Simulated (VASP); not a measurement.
Wanted: the native input for a VASP 6.6.1 run.

```yaml
Task: relaxation of cell and atoms
Functional: PBE-based screened hybrid with 25 % exact exchange
Potentials_or_basis: VASP PAW PBE potentials, release 64 (Te, Sn_d)
Cutoff: 600 eV
k_mesh: 4 × 4 × 4
Occupations: fermi-dirac, width 0.05 eV
Spin: no spin polarisation
Dipole_correction: no
Grid_for_exact_exchange_PRECFOCK: Normal
Share_of_exact_exchange: 0.25
Further_INCAR_settings: ALGO = Normal; EDIFF = 1e-06; IBRION = 2; EDIFFG = -0.01; NSW = 60; ISIF = 3
Screening_parameter: 0.3 1/Å
```

Crystal: SnTe.

```
Te Sn
1.0
     0.00000    3.61115    3.61115
     3.61115    0.00000    3.61115
     3.61115    3.61115    0.00000
Te Sn
1 1
Direct
  0.25000 0.25000 0.25000
  0.00000 0.00000 0.00000
```

One way to write it, as run:

POSCAR

```
SnTe
1.0
    0.0000000000      3.6111460000      3.6111460000
    3.6111460000      0.0000000000      3.6111460000
    3.6111460000      3.6111460000      0.0000000000
Te Sn
1 1
Direct
    0.2500000000      0.2500000000      0.2500000000
    0.0000000000      0.0000000000      0.0000000000
```

INCAR.step1

```
  ALGO = Normal
  EDIFF = 1E-5
  ENCUT = 600
  GGA = PE
  ISMEAR = -1
  LASPH = True
  LCHARG = False
  LREAL = False
  LWAVE = True
  NBANDS = 17
  NELM = 80
  PREC = Accurate
  SIGMA = 0.05
```

INCAR.step2

```
  AEXX = 0.25
  ALGO = Normal
  EDIFF = 1E-6
  EDIFFG = -0.01
  ENCUT = 600
  GGA = PE
  HFSCREEN = 0.3
  IBRION = 2
  ISIF = 3
  ISMEAR = -1
  ISTART = 1
  LASPH = True
  LCHARG = False
  LHFCALC = True
  LREAL = False
  LWAVE = False
  NELM = 80
  NSW = 60
  PREC = Accurate
  PRECFOCK = Normal
  SIGMA = 0.05
```

KPOINTS

```
k-points
0
Gamma
  4 4 4
```

Potentials or basis: VASP PAW PBE potentials, release 64 (Te, Sn_d).

Launch:

```console
$ cat potpaw_PBE.64/Te/POTCAR potpaw_PBE.64/Sn_d/POTCAR > POTCAR
$ cp INCAR.step1 INCAR
$ mpirun -np 1 vasp_std > vasp.out
$ cp INCAR.step2 INCAR
$ mpirun -np 1 vasp_std > vasp.out
```

Results of the run:

The relaxed volume is 45.69 Å³/atom, the relaxed cell is a = 5.056 Å, b = 5.056 Å, c = 5.056 Å, α = 60.00°, β = 60.00°, γ = 60.00° and the space group after relaxing (to 0.1 Å) is F-43m (No. 216). The energy gained by relaxing is 3.4 meV/atom. The ionic steps are 2 and the pressure after relaxing is 0.0 GPa. The band gap on the k mesh is 0.16 eV (least direct gap 0.98 eV).

Caveat: the PAW data sets were made with another functional, which shifts forces and pressure a little; spin-orbit coupling is left out, which moves the levels of the heavy elements.

It took 32 min on 1 thread of Intel Xeon 8259CL, with other jobs on the host, peak memory 0.41 GiB.
